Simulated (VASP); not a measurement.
# AlN (F-43m) in VASP: notebook

AlN is run at these levels: PBE, LDA, PBEsol; tasks: single point.

Everything below comes from runs of VASP 6.6.1. Logs are shortened: lines on timing, memory, paths and dates and some standing lists are left out, and cuts for length are marked.

### 1 The cell of the first run

It takes space group F-43m (No. 216, cubic). The conventional cell has a = 4.370 Å, b = 4.370 Å, c = 4.370 Å, α = 90.00°, β = 90.00°, γ = 90.00°. Within 2.5 Å of Al (site symmetry -43m) lie 4 N at 1.89 Å. N (site symmetry -43m) has 4 Al at 1.89 Å within 2.5 Å.

### 2 Single point, PBE

Contents of INCAR:

```
SYSTEM = AlN
PREC = Accurate
ENCUT = 520
EDIFF = 1E-7
ISMEAR = 0
SIGMA = 0.01
LREAL = .False.
LASPH = .True.
NELM = 80
ALGO = Normal
ISIF = 2
LWAVE = .False.
LCHARG = .True.
GGA = PE
LELF = .True.
LVHAR = .True.
NBANDS = 11
```

Contents of KPOINTS:

```
regular mesh
0
Gamma
  6 6 6
  0 0 0
```

Contents of POSCAR:

```
AlN
1.0
    0.0000000000      2.1848764127      2.1848764127
    2.1848764127      0.0000000000      2.1848764127
    2.1848764127      2.1848764127      0.0000000000
Al N
1 1
Direct
    0.0000000000      0.0000000000      0.0000000000
    0.2500000000      0.2500000000      0.2500000000
```

Potentials or basis: VASP PAW PBE potentials, release 64 (Al, N).

Command:

```sh
> cat potpaw_PBE.64/Al/POTCAR potpaw_PBE.64/N/POTCAR > POTCAR
> mpirun -np 1 vasp_std > vasp.out
```

OUTCAR:

```text
SYSTEM = AlN
   PREC = Accurate
   ENCUT = 520
   EDIFF = 1E-7
   ISMEAR = 0
   LREAL = .False.
   LASPH = .True.
   NELM = 80
   ISIF = 2
   GGA = PE

 ion  position               nearest neighbor table
   1  0.000  0.000  0.000-   2 1.89   2 1.89   2 1.89   2 1.89
   2  0.250  0.250  0.250-   1 1.89   1 1.89   1 1.89   1 1.89

  LATTYP: Found a face centered cubic cell.
 ALAT       =     4.3697528254

  Lattice vectors:

 A1 = (   0.0000000000,   2.1848764127,   2.1848764127)
 A2 = (   2.1848764127,   0.0000000000,   2.1848764127)
 A3 = (   2.1848764127,   2.1848764127,   0.0000000000)

Analysis of symmetry for initial positions (statically):
=====================================================================
 Subroutine PRICEL returns:
 Original cell was already a primitive cell.

 Routine SETGRP: Setting up the symmetry group for a
 face centered cubic supercell.

 Subroutine GETGRP returns: Found 24 space group operations
 (whereof 24 operations were pure point group operations)
 out of a pool of 48 trial point group operations.

The static configuration has the point symmetry T_d .

Analysis of symmetry for dynamics (positions and initial velocities):
=====================================================================
 Subroutine PRICEL returns:
 Original cell was already a primitive cell.

 Routine SETGRP: Setting up the symmetry group for a
 face centered cubic supercell.

 Subroutine GETGRP returns: Found 24 space group operations
 (whereof 24 operations were pure point group operations)
 out of a pool of 48 trial point group operations.

The dynamic configuration has the point symmetry T_d .

 Subroutine INISYM returns: Found 24 space group operations
 (whereof 24 operations are pure point group operations),
 and found     1 'primitive' translations

----------------------------------------------------------------------------------------

                                     Primitive cell

  volume of cell :      20.8598

  direct lattice vectors                    reciprocal lattice vectors
     0.000000000  2.184876413  2.184876413    -0.228845896  0.228845896  0.228845896
     2.184876413  0.000000000  2.184876413     0.228845896 -0.228845896  0.228845896
     2.184876413  2.184876413  0.000000000     0.228845896  0.228845896 -0.228845896

  length of vectors
     3.089881855  3.089881855  3.089881855     0.396372719  0.396372719  0.396372719

  position of ions in fractional coordinates (direct lattice)
     0.000000000  0.000000000  0.000000000
[... 76 lines left out ...]
   ISYM   =      2    0-nonsym 1-usesym 2-fastsym
   POTIM  = 0.5000    time-step for ionic-motion
   TEBEG  =    0.0;   TEEND  =   0.0 temperature during run
   PSTRESS=    0.0 pullay stress
   NELECT =       8.0000    total number of electrons
   NUPDOWN=      -1.0000    fix difference up-down
   EMIN   =  10.00;   EMAX   =-10.00  energy-range for DOS
   EFERMI =   0.00;   METHOD = LEGACY
   ISMEAR =     0;   SIGMA  =   0.01  broadening in eV -4-tet -1-fermi 0-gaus
   EFERMI_NEDOS =   21; number of points for ismear=-14 and -15
   IALGO  =     38    algorithm
   IMIX   =      4    mixing-type and parameters
     AMIX     =   0.40;   BMIX     =  1.00
     AMIX_MAG =   1.60;   BMIX_MAG =  1.00
  volume/ion in A,a.u.               =      10.43        70.38
  Fermi-wavevector in a.u.,A,eV,Ry     =   1.189418  2.247675 19.248378  1.414716
  Thomas-Fermi vector in A             =   2.325526
   LORBIT       =      0    0 simple, 1 ext, 2 COOP (PROOUT), +10 PAW based schemes
   GGA     = PE    functional components
   LHFCALC =     F    Hartree Fock is set to
   AEXX    =    0.0000 exact exchange contribution
   IVDW    =     0    specifies the selected vdW correction
   LEPSILON=     F    determine dielectric tensor
   LRPA    =     F    only Hartree local field effects (RPA)
 non-spin polarized calculation
 Gauss-broadening in eV      SIGMA  =   0.01
  energy-cutoff  :      520.00
  volume of cell :       20.86
 maximum number of plane-waves:       588
   NGX = 11   NGY = 11   NGZ = 11

 number of electron       8.0000000 magnetization

 Free energy of the ion-electron system (eV)
  ---------------------------------------------------
  ext. energy  EPLUGINS =         0.00000000
  ---------------------------------------------------
  free energy    TOTEN  =       -14.83935720 eV

  energy without entropy =      -14.83935720  energy(sigma->0) =      -14.83935720

 E-fermi :   6.0028     XC(G=0): -10.9278

 val. band max:        5.9606554079   @ k =   0.0000   0.0000   0.0000
 cond. band min:       9.2761899434   @ k =   0.5000   0.5000   0.0000
 fundamental gap:      3.3155345354
 Fermi energy:         6.0028455119

 k-point     1 :       0.0000    0.0000    0.0000
  band No.  band energies     occupation
      1      -9.0135      2.00000
      2       5.9607      2.00000
      3       5.9607      2.00000
      4       5.9607      2.00000
      5      10.1452      0.00000
      6      18.5073      0.00000
      7      18.5073      0.00000
      8      18.5073      0.00000
      9      23.6379      0.00000
     10      23.6379      0.00000
     11      25.0376      0.00000
[... 197 lines left out ...]
 k-point    16 :      -0.3333    0.5000    0.1667
  band No.  band energies     occupation
      1      -6.2925      2.00000
      2       1.6506      2.00000
      3       3.1839      2.00000
      4       3.4617      2.00000
      5      11.2054      0.00000
      6      16.2658      0.00000
      7      18.9327      0.00000
      8      18.9691      0.00000
      9      22.5181      0.00000
     10      26.1621      0.00000
     11      30.5118      0.00000

------------------------ aborting loop because EDIFF is reached ----------------------------------------

  FORCE on cell =-STRESS in cart. coord.  units (eV):
  Direction    XX          YY          ZZ          XY          YZ          ZX
  --------------------------------------------------------------------------------------
  -------------------------------------------------------------------------------------
  Total        0.5649363      0.5649363      0.5649363     -0.0000000      0.0000000     -0.0000000
  in kB       43.3909768     43.3909768     43.3909768     -0.0000000      0.0000000     -0.0000000
  external PRESSURE =      43.3909768 kB  Pullay stress =       0.0000000 kB

 VOLUME and BASIS-vectors are now :
 -----------------------------------------------------------------------------
  energy-cutoff  :      520.00
  volume of cell :       20.86
      direct lattice vectors                 reciprocal lattice vectors
     0.000000000  2.184876413  2.184876413    -0.228845896  0.228845896  0.228845896
     2.184876413  0.000000000  2.184876413     0.228845896 -0.228845896  0.228845896
     2.184876413  2.184876413  0.000000000     0.228845896  0.228845896 -0.228845896

 POSITION                                       TOTAL-FORCE (eV/Angst)
 -----------------------------------------------------------------------------------
      0.00000      0.00000      0.00000        -0.000000     -0.000000     -0.000000
      1.09244      1.09244      1.09244         0.000000      0.000000      0.000000
 -----------------------------------------------------------------------------------
    total drift:                                0.000000      0.000000      0.000000

  FREE ENERGIE OF THE ION-ELECTRON SYSTEM (eV)
  ---------------------------------------------------
  free  energy   TOTEN  =       -14.8393572003 eV

  energy  without entropy=      -14.8393572003  energy(sigma->0) =      -14.83935720
```

Run time: 6.8 s. Hardware: 1 thread of Intel Xeon 8259CL, shared host; peak memory 0.13 GiB.

What came out:

```yaml
Free_energy: -14.8394 eV
Pressure: 4.3 GPa
Band_gap_on_the_k_mesh: 3.32 eV, indirect (least direct gap 4.18 eV)
```

Levels at points of the mesh, in eV from the valence-band top:
| k point | band 2 | band 3 | band 4 | band 5 | band 6 | band 7 |
| --- | --- | --- | --- | --- | --- | --- |
| (0.00, 0.00, 0.00) | 0.00 | 0.00 | 0.00 | 4.18 | 12.55 | 12.55 |
| (0.50, 0.00, 0.00) | -5.85 | -0.48 | -0.48 | 7.37 | 9.86 | 11.14 |
| (0.50, 0.50, 0.00) | -4.90 | -1.77 | -1.77 | 3.32 | 8.61 | 13.94 |

A k mesh can miss the band edges. PBE gaps usually lie below the measured ones, often by a third to a half.

### 3 Single point, PBE

Contents of INCAR:

```
PREC     = Accurate       # precision mode
ENCUT    = 520            # plane-wave cutoff, eV
EDIFF    = 1E-7           # SCF threshold, eV
ISMEAR   = 0              # smearing method
SIGMA    = 0.01           # smearing width, eV
LREAL    = F              # projectors in reciprocal space
LASPH    = T              # aspherical terms in the spheres
NELM     = 80             # most SCF steps
ALGO     = Normal         # electronic algorithm
ISIF     = 2              # what is computed and relaxed
LWAVE    = F              # write WAVECAR
LCHARG   = F              # write CHGCAR
GGA      = PE             # functional
NBANDS   = 11             # bands
```

Contents of KPOINTS:

```
regular mesh
0
Gamma
  6 6 6
```

POSCAR is that of step 2.

Potentials or basis: VASP PAW PBE potentials, release 64 (Al, N).

Command:

```sh
> cat potpaw_PBE.64/Al/POTCAR potpaw_PBE.64/N/POTCAR > POTCAR
> mpirun -np 1 vasp_std > vasp.out
```

Wall time 5.9 s (1 thread of Intel Xeon 8259CL, shared host); peak memory 0.13 GiB.

The run converged. Its results:

- Free energy: -14.8394 eV
- Pressure: 4.3 GPa
- Band gap on the k mesh: 3.32 eV, indirect (least direct gap 4.18 eV)

Levels at points of the mesh, in eV from the valence-band top:
| k point | band 1 | band 2 | band 3 | band 4 | band 5 | band 6 | band 7 | band 8 |
| --- | --- | --- | --- | --- | --- | --- | --- | --- |
| (0.00, 0.00, 0.00) | -14.97 | 0.00 | 0.00 | 0.00 | 4.18 | 12.55 | 12.55 | 12.55 |
| (0.50, 0.00, 0.00) | -12.93 | -5.85 | -0.48 | -0.48 | 7.37 | 9.86 | 11.14 | 11.14 |
| (0.50, 0.50, 0.00) | -12.30 | -4.90 | -1.77 | -1.77 | 3.32 | 8.61 | 13.94 | 15.72 |

A k mesh can miss the band edges. A hybrid or GW would open this gap; PBE tends to underestimate it.

### 4 Single point, PBE

Contents of INCAR:

```
ALGO = Normal
EDIFF = 1E-7
ENCUT = 520
GGA = PE
ISIF = 2
ISMEAR = -1
LASPH = True
LCHARG = False
LREAL = False
LWAVE = False
NBANDS = 11
NELM = 60
PREC = Accurate
SIGMA = 0.02
```

Contents of KPOINTS:

```
k-points
0
Gamma
  10 10 10
```

POSCAR is that of step 3.

Potentials or basis: VASP PAW PBE potentials, release 64 (Al, N).

Command:

```sh
> cat potpaw_PBE.64/Al/POTCAR potpaw_PBE.64/N/POTCAR > POTCAR
> mpirun -np 1 vasp_std > vasp.out
```

OUTCAR:

```text
EDIFF = 1E-7
   ENCUT = 520
   GGA = PE
   ISIF = 2
   ISMEAR = -1
   LASPH = True
   LREAL = False
   NELM = 60
   PREC = Accurate

 ion  position               nearest neighbor table
   1  0.000  0.000  0.000-   2 1.89   2 1.89   2 1.89   2 1.89
   2  0.250  0.250  0.250-   1 1.89   1 1.89   1 1.89   1 1.89

  LATTYP: Found a face centered cubic cell.
 ALAT       =     4.3697528254

  Lattice vectors:

 A1 = (   0.0000000000,   2.1848764127,   2.1848764127)
[... 518 lines left out ...]

 [... further k-points ...]

------------------------ aborting loop because EDIFF is reached ----------------------------------------

  FORCE on cell =-STRESS in cart. coord.  units (eV):
  Direction    XX          YY          ZZ          XY          YZ          ZX
  --------------------------------------------------------------------------------------
  -------------------------------------------------------------------------------------
  Total        0.5654288      0.5654288      0.5654288      0.0000000     -0.0000000     -0.0000000
  in kB       43.4288090     43.4288090     43.4288090      0.0000000     -0.0000000     -0.0000000
  external PRESSURE =      43.4288090 kB  Pullay stress =       0.0000000 kB

 VOLUME and BASIS-vectors are now :
 -----------------------------------------------------------------------------
  energy-cutoff  :      520.00
  volume of cell :       20.86
      direct lattice vectors                 reciprocal lattice vectors
     0.000000000  2.184876413  2.184876413    -0.228845896  0.228845896  0.228845896
     2.184876413  0.000000000  2.184876413     0.228845896 -0.228845896  0.228845896
     2.184876413  2.184876413  0.000000000     0.228845896  0.228845896 -0.228845896

 POSITION                                       TOTAL-FORCE (eV/Angst)
 -----------------------------------------------------------------------------------
      0.00000      0.00000      0.00000         0.000000     -0.000000     -0.000000
      1.09244      1.09244      1.09244        -0.000000      0.000000      0.000000
 -----------------------------------------------------------------------------------
    total drift:                                0.000000      0.000000      0.000000

  FREE ENERGIE OF THE ION-ELECTRON SYSTEM (eV)
  ---------------------------------------------------
  free  energy   TOTEN  =       -14.8411752610 eV

  energy  without entropy=      -14.8411752610  energy(sigma->0) =      -14.84117526
```

OSZICAR:

```text
N       E                     dE             d eps       ncg     rms          rms(c)
DAV:   1     0.102694568701E+02    0.10269E+02   -0.38269E+03  1042   0.604E+02
DAV:   2    -0.163139629644E+02   -0.26583E+02   -0.25862E+02  1237   0.134E+02
DAV:   3    -0.172140937995E+02   -0.90013E+00   -0.89889E+00  1262   0.239E+01
DAV:   4    -0.172192925975E+02   -0.51988E-02   -0.51985E-02  1181   0.195E+00
DAV:   5    -0.172193586035E+02   -0.66006E-04   -0.66005E-04  1252   0.207E-01    0.862E+00
DAV:   6    -0.148512519223E+02    0.23681E+01   -0.11867E+01  1218   0.173E+01    0.283E+00
DAV:   7    -0.148476577881E+02    0.35941E-02   -0.16960E-01  1127   0.323E+00    0.206E+00
DAV:   8    -0.148425400654E+02    0.51177E-02   -0.28152E-02  1115   0.159E+00    0.582E-01
DAV:   9    -0.148411177720E+02    0.14223E-02   -0.40623E-03  1238   0.378E-01    0.233E-01
DAV:  10    -0.148411628368E+02   -0.45065E-04   -0.40713E-04  1121   0.131E-01    0.206E-02
DAV:  11    -0.148411753827E+02   -0.12546E-04   -0.12140E-05  1208   0.261E-02    0.160E-02
DAV:  12    -0.148411752769E+02    0.10583E-06   -0.40916E-07  1196   0.477E-03    0.144E-03
DAV:  13    -0.148411752610E+02    0.15896E-07   -0.15803E-07   859   0.213E-03
   1 F= -.14841175E+02 E0= -.14841175E+02  d E =-.938819E-11
```

stdout:

```text
POSCAR found type information on POSCAR AlN
 POSCAR found :  2 types and       2 ions
 scaLAPACK will be used
 LDA part: xc-table for (Slater+PW92), standard interpolation
 POSCAR, INCAR and KPOINTS ok, starting setup
 FFT: planning ... GRIDC
 FFT: planning ... GRID_SOFT
 FFT: planning ... GRID
 WAVECAR not read
 entering main loop
```

It took 10 s on 1 thread of Intel Xeon 8259CL, shared host; peak memory 0.14 GiB.

Results:

| Property | Result |
| --- | --- |
| Free energy | -14.8412 eV |
| Pressure | 4.3 GPa |
| Band gap on the k mesh | 3.32 eV, indirect (least direct gap 4.19 eV) |

Levels at points of the mesh, in eV from the valence-band top:
```csv
k point,band 1,band 2,band 3,band 4,band 5,band 6,band 7,band 8
"(0.00, 0.00, 0.00)",-14.97,0.00,0.00,0.00,4.19,12.55,12.55,12.55
"(0.50, 0.00, 0.00)",-12.93,-5.85,-0.48,-0.48,7.37,9.86,11.14,11.14
"(0.50, 0.50, 0.00)",-12.30,-4.90,-1.77,-1.77,3.32,8.61,13.94,15.72
```

### 5 Single point, LDA

Contents of INCAR:

```
SYSTEM = AlN
PREC = Accurate ; ENCUT = 520
EDIFF = 1E-7 ; ISMEAR = 0
SIGMA = 0.01 ; LREAL = .FALSE.
LASPH = .TRUE. ; NELM = 60
ALGO = Normal ; ISIF = 2
LWAVE = .FALSE. ; LCHARG = .TRUE.
GGA = CA ; LELF = .TRUE.
LVHAR = .TRUE. ; NBANDS = 11
```

Contents of KPOINTS:

```
Automatic mesh
0
G
  10 10 10
  0 0 0
```

POSCAR is that of step 4.

Potentials or basis: VASP PAW LDA potentials, release 64 (Al, N).

Command:

```sh
> cat potpaw_LDA.64/Al/POTCAR potpaw_LDA.64/N/POTCAR > POTCAR
> mpirun -np 1 vasp_std > vasp.out
```

Run time: 10 s. Hardware: 1 thread of Intel Xeon 8259CL, shared host; peak memory 0.13 GiB.

Results (log left out):

| Quantity | Value |
| --- | --- |
| Free energy | -16.3724 eV |
| Pressure | -3.3 GPa |
| Band gap on the k mesh | 3.22 eV, indirect (least direct gap 4.22 eV) |

Levels at points of the mesh, in eV from the valence-band top:
| k point | band 1 | band 2 | band 3 | band 4 | band 5 | band 6 | band 7 | band 8 | band 9 |
| --- | --- | --- | --- | --- | --- | --- | --- | --- | --- |
| (0.00, 0.00, 0.00) | -14.82 | 0.00 | 0.00 | 0.00 | 4.22 | 12.32 | 12.32 | 12.32 | 17.51 |
| (0.50, 0.00, 0.00) | -12.70 | -5.90 | -0.49 | -0.49 | 7.26 | 9.76 | 10.96 | 10.96 | 17.72 |
| (0.50, 0.50, 0.00) | -12.04 | -4.95 | -1.79 | -1.79 | 3.22 | 8.40 | 13.74 | 15.47 | 15.47 |

A k mesh can miss the band edges. As with any semilocal functional, this LDA gap is likely too small.

### 6 Single point, PBEsol

This run uses another cell than the first one, of 10.49 Å³/atom, 1.005 times its volume.

Contents of INCAR:

```
SYSTEM = AlN
  ALGO = Normal
  EDIFF = 1E-6
  ENCUT = 520
  GGA = PS
  ISIF = 2
  ISMEAR = -1
  LASPH = .TRUE.
  LCHARG = .FALSE.
  LREAL = .FALSE.
  LWAVE = .FALSE.
  NBANDS = 11
  NELM = 100
  PREC = Accurate
  SIGMA = 0.02
```

Contents of KPOINTS:

```
k-points
0
G
  10 10 10
  0 0 0
```

Contents of POSCAR:

```
AlN
1.0
    0.0000000000      2.1888460644      2.1888460644
    2.1888460644      0.0000000000      2.1888460644
    2.1888460644      2.1888460644      0.0000000000
Al N
1 1
Direct
    0.0000000000      0.0000000000      0.0000000000
    0.2500000000      0.2500000000      0.2500000000
```

Potentials or basis: VASP PAW PBE potentials, release 64 (Al, N).

Command:

```sh
> cat potpaw_PBE.64/Al/POTCAR potpaw_PBE.64/N/POTCAR > POTCAR
> mpirun -np 1 vasp_std > vasp.out
```

It took 10 s on 1 thread of Intel Xeon 8259CL, shared host; peak memory 0.14 GiB.

Results (log left out):

```
Free energy            : -15.6114 eV
Pressure               : 0.0 GPa
Band gap on the k mesh : 3.18 eV, indirect (least direct gap 4.07 eV)
```

Levels at points of the mesh, in eV from the valence-band top:
| k point | band 2 | band 3 | band 4 | band 5 | band 6 | band 7 |
| --- | --- | --- | --- | --- | --- | --- |
| (0.00, 0.00, 0.00) | 0.00 | 0.00 | 0.00 | 4.07 | 12.40 | 12.40 |
| (0.50, 0.00, 0.00) | -5.88 | -0.48 | -0.48 | 7.23 | 9.72 | 10.99 |
| (0.50, 0.50, 0.00) | -4.93 | -1.78 | -1.78 | 3.18 | 8.44 | 13.78 |

Caveat: the PAW data sets were made with another functional, which shifts forces and pressure a little.

### 7 Overview

```tsv
level	potentials or basis	cell	k mesh	smearing	gap on the mesh (eV)	pressure (GPa)
PBE	VASP PAW PBE potentials, release 64 (Al, N)	a = 3.090 Å, angles 60.0°, 2 atoms	6 × 6 × 6	gaussian 0.01 eV	3.32	4.3
PBE	VASP PAW PBE potentials, release 64 (Al, N)	a = 3.090 Å, angles 60.0°, 2 atoms	10 × 10 × 10	fermi-dirac 0.02 eV	3.32	4.3
LDA	VASP PAW LDA potentials, release 64 (Al, N)	a = 3.090 Å, angles 60.0°, 2 atoms	10 × 10 × 10	gaussian 0.01 eV	3.22	-3.3
PBEsol	VASP PAW PBE potentials, release 64 (Al, N)	a = 3.095 Å, angles 60.0°, 2 atoms	10 × 10 × 10	fermi-dirac 0.02 eV	3.18	0.0
```

Alike in all rows: task single point; no spin polarisation; cutoff (eV) 520.

Caveats: the PAW data sets were made with another functional, which shifts forces and pressure a little (some runs).

Total energies depend on the potentials used, so only differences within one code and one set of settings carry meaning.
